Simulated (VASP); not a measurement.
# HgTe (Fm-3m) in VASP: single point with PBE+D3(BJ)

Aim: the single point of HgTe with PBE+D3(BJ).

All numbers are computed with VASP 6.6.1; they aren't measurements. Logs are shortened: lines on timing, memory, paths and dates and some standing lists are left out, and cuts for length are marked.

**1. The cell of the first run**

Symmetry: Fm-3m, No. 225, cubic system. Conventional cell: a = 6.360 Å, b = 6.360 Å, c = 6.360 Å, α = 90.00°, β = 90.00°, γ = 90.00°. Within 4.2 Å of Hg (site symmetry m-3m) lie 6 Te at 3.18 Å. Te (site symmetry m-3m) has 6 Hg at 3.18 Å within 4.2 Å.

**2. Single point, PBE+D3(BJ)**

Contents of INCAR:

```
ALGO = Normal ; EDIFF = 1E-6
ENCUT = 500 ; GGA = PE
GGA_COMPAT = F ; ISIF = 2
ISMEAR = 0 ; IVDW = 12
LASPH = T ; LCHARG = F
LREAL = F ; LWAVE = F
NBANDS = 16 ; NELM = 120
PREC = Accurate ; SIGMA = 0.1
```

Contents of KPOINTS:

```
k-points
0
Gamma
  6 6 6
```

Contents of POSCAR:

```
HgTe
1.0
    0.0000000000      3.1800000000      3.1800000000
    3.1800000000      0.0000000000      3.1800000000
    3.1800000000      3.1800000000      0.0000000000
Hg Te
1 1
Direct
    0.0000000000      0.0000000000      0.0000000000
    0.5000000000      0.5000000000      0.5000000000
```

Potentials or basis: VASP PAW PBE potentials, release 64 (Hg, Te).

Launch:

```
cat potpaw_PBE.64/Hg/POTCAR potpaw_PBE.64/Te/POTCAR > POTCAR
mpirun -np 1 vasp_std > vasp.out
```

OUTCAR:

```text
EDIFF = 1E-6
   ENCUT = 500
   GGA = PE
   ISIF = 2
   ISMEAR = 0
   IVDW = 12
   LASPH = T
   LREAL = F
   NELM = 120
   PREC = Accurate
 IVDW          = 12

 ion  position               nearest neighbor table
   1  0.000  0.000  0.000-   2 3.18   2 3.18   2 3.18   2 3.18   2 3.18   2 3.18
   2  0.500  0.500  0.500-   1 3.18   1 3.18   1 3.18   1 3.18   1 3.18   1 3.18

  LATTYP: Found a face centered cubic cell.
 ALAT       =     6.3600000000

  Lattice vectors:

 A1 = (   0.0000000000,   3.1800000000,   3.1800000000)
 A2 = (   3.1800000000,   0.0000000000,   3.1800000000)
 A3 = (   3.1800000000,   3.1800000000,   0.0000000000)

Analysis of symmetry for initial positions (statically):
=====================================================================
 Subroutine PRICEL returns:
 Original cell was already a primitive cell.

 Routine SETGRP: Setting up the symmetry group for a
 face centered cubic supercell.

 Subroutine GETGRP returns: Found 48 space group operations
 (whereof 48 operations were pure point group operations)
 out of a pool of 48 trial point group operations.

The static configuration has the point symmetry O_h .

Analysis of symmetry for dynamics (positions and initial velocities):
=====================================================================
 Subroutine PRICEL returns:
 Original cell was already a primitive cell.

 Routine SETGRP: Setting up the symmetry group for a
 face centered cubic supercell.

 Subroutine GETGRP returns: Found 48 space group operations
 (whereof 48 operations were pure point group operations)
 out of a pool of 48 trial point group operations.

The dynamic configuration has the point symmetry O_h .

 Subroutine INISYM returns: Found 48 space group operations
 (whereof 48 operations are pure point group operations),
 and found     1 'primitive' translations

----------------------------------------------------------------------------------------

                                     Primitive cell

  volume of cell :      64.3149

  direct lattice vectors                    reciprocal lattice vectors
     0.000000000  3.180000000  3.180000000    -0.157232704  0.157232704  0.157232704
     3.180000000  0.000000000  3.180000000     0.157232704 -0.157232704  0.157232704
     3.180000000  3.180000000  0.000000000     0.157232704  0.157232704 -0.157232704

  length of vectors
[... 72 lines left out ...]
   NELM   =    120;   NELMIN=  2; NELMDL= -5     # of ELM steps
   EDIFF  = 0.1E-05   stopping-criterion for ELM
   LREAL  =      F    real-space projection
   EDIFFG = 0.1E-04   stopping-criterion for IOM
   NSW    =      0    number of steps for IOM
   IBRION =     -1    ionic relax: 0-MD 1-quasi-New 2-CG
   NFREE  =      0    steps in history (QN), initial steepest desc. (CG)
   ISIF   =      2    stress and relaxation
   ISYM   =      2    0-nonsym 1-usesym 2-fastsym
   POTIM  = 0.5000    time-step for ionic-motion
   TEBEG  =    0.0;   TEEND  =   0.0 temperature during run
   PSTRESS=    0.0 pullay stress
   NELECT =      18.0000    total number of electrons
   NUPDOWN=      -1.0000    fix difference up-down
   EMIN   =  10.00;   EMAX   =-10.00  energy-range for DOS
   EFERMI =   0.00;   METHOD = LEGACY
   ISMEAR =     0;   SIGMA  =   0.10  broadening in eV -4-tet -1-fermi 0-gaus
   EFERMI_NEDOS =   21; number of points for ismear=-14 and -15
   IALGO  =     38    algorithm
   IMIX   =      4    mixing-type and parameters
     AMIX     =   0.40;   BMIX     =  1.00
     AMIX_MAG =   1.60;   BMIX_MAG =  1.00
  volume/ion in A,a.u.               =      32.16       217.01
  Fermi-wavevector in a.u.,A,eV,Ry     =   1.070850  2.023613 15.602062  1.146719
  Thomas-Fermi vector in A             =   2.206572
   LORBIT       =      0    0 simple, 1 ext, 2 COOP (PROOUT), +10 PAW based schemes
   GGA     = PE    functional components
   LHFCALC =     F    Hartree Fock is set to
   AEXX    =    0.0000 exact exchange contribution
   IVDW    =    12    specifies the selected vdW correction
   LEPSILON=     F    determine dielectric tensor
   LRPA    =     F    only Hartree local field effects (RPA)
 non-spin polarized calculation
 Gauss-broadening in eV      SIGMA  =   0.10
  energy-cutoff  :      500.00
  volume of cell :       64.31
 maximum number of plane-waves:      1660
 NGX is ok and might be reduce to    36
   NGX = 17   NGY = 17   NGZ = 17

 number of electron      17.9999998 magnetization

 Free energy of the ion-electron system (eV)
  ---------------------------------------------------
  ext. energy  EPLUGINS =         0.00000000
  ---------------------------------------------------
  free energy    TOTEN  =        -3.30340124 eV

  energy without entropy =       -3.29283892  energy(sigma->0) =       -3.29812008

 E-fermi :   3.1081     XC(G=0):  -9.2811

 val. band max:        3.0284832359   @ k =   0.3333   0.0000   0.0000
 cond. band min:       3.1223585403   @ k =  -0.3333   0.1667   0.0000
 fundamental gap:      0.0938753044
 Fermi energy:         3.1081010877

 k-point     1 :       0.0000    0.0000    0.0000
  band No.  band energies     occupation
      1      -8.1855      2.00000
      2      -3.1837      2.00000
      3      -3.1837      2.00000
      4      -3.1327      2.00000
      5      -3.1327      2.00000
      6      -3.1327      2.00000
[... 281 lines left out ...]
      3      -3.1840      2.00000
      4      -3.0594      2.00000
      5      -2.9636      2.00000
      6      -2.6805      2.00000
[... 8 lines left out ...]
     15      13.8670      0.00000
     16      15.4990      0.00000

------------------------ aborting loop because EDIFF is reached ----------------------------------------

 Edisp (eV)   -0.77577

 E8    (eV) :    -0.3558

  FORCE on cell =-STRESS in cart. coord.  units (eV):
  Direction    XX          YY          ZZ          XY          YZ          ZX
  --------------------------------------------------------------------------------------
  -------------------------------------------------------------------------------------
  Total      -2.31659    -2.31659    -2.31659     0.00000     0.00000     0.00000
  in kB     -57.70954   -57.70954   -57.70954     0.00000     0.00000     0.00000
  external pressure =      -57.71 kB  Pullay stress =        0.00 kB

 VOLUME and BASIS-vectors are now :
 -----------------------------------------------------------------------------
  energy-cutoff  :      500.00
  volume of cell :       64.31
      direct lattice vectors                 reciprocal lattice vectors
     0.000000000  3.180000000  3.180000000    -0.157232704  0.157232704  0.157232704
     3.180000000  0.000000000  3.180000000     0.157232704 -0.157232704  0.157232704
     3.180000000  3.180000000  0.000000000     0.157232704  0.157232704 -0.157232704

 POSITION                                       TOTAL-FORCE (eV/Angst)
 -----------------------------------------------------------------------------------
      0.00000      0.00000      0.00000         0.000000     -0.000000      0.000000
      3.18000      3.18000      3.18000        -0.000000      0.000000     -0.000000
 -----------------------------------------------------------------------------------
    total drift:                               -0.000000      0.000000      0.000000

  FREE ENERGIE OF THE ION-ELECTRON SYSTEM (eV)
  ---------------------------------------------------
  free  energy   TOTEN  =        -4.0791711602 eV

  energy  without entropy=       -4.0686088423  energy(sigma->0) =       -4.07389000
```

Wall time 17 s (1 thread of Intel Xeon Platinum 8124M at 3.00GHz (Skylake/Cascade Lake), shared host); peak memory 0.21 GiB.

What came out:

```
Free energy                : -4.0792 eV
Pressure                   : -5.8 GPa
Band gap on the k mesh     : zero (bands 9 and 10 overlap by 1.97 eV)
Dispersion energy per atom : -0.388 eV
```

Levels at points of the mesh, in eV from the Fermi level:
| k point | band 5 | band 6 | band 7 | band 8 | band 9 | band 10 | band 11 | band 12 | band 13 | band 14 |
| --- | --- | --- | --- | --- | --- | --- | --- | --- | --- | --- |
| (0.00, 0.00, 0.00) | -6.24 | -6.24 | -1.41 | -0.58 | -0.58 | -0.58 | 7.45 | 7.45 | 7.45 | 7.54 |
| (0.50, 0.00, 0.00) | -6.12 | -6.12 | -4.98 | 0.12 | 0.12 | 2.75 | 3.04 | 4.10 | 4.10 | 9.93 |
| (0.50, 0.50, 0.00) | -6.07 | -5.70 | -3.51 | -2.57 | -1.84 | -1.84 | 5.01 | 8.46 | 8.46 | 8.78 |

Caveat: the cell stands under tension; spin-orbit coupling is left out, which moves the levels of the heavy elements.

The gap in the log of VASP goes by the Fermi energy; the results here count the filled bands.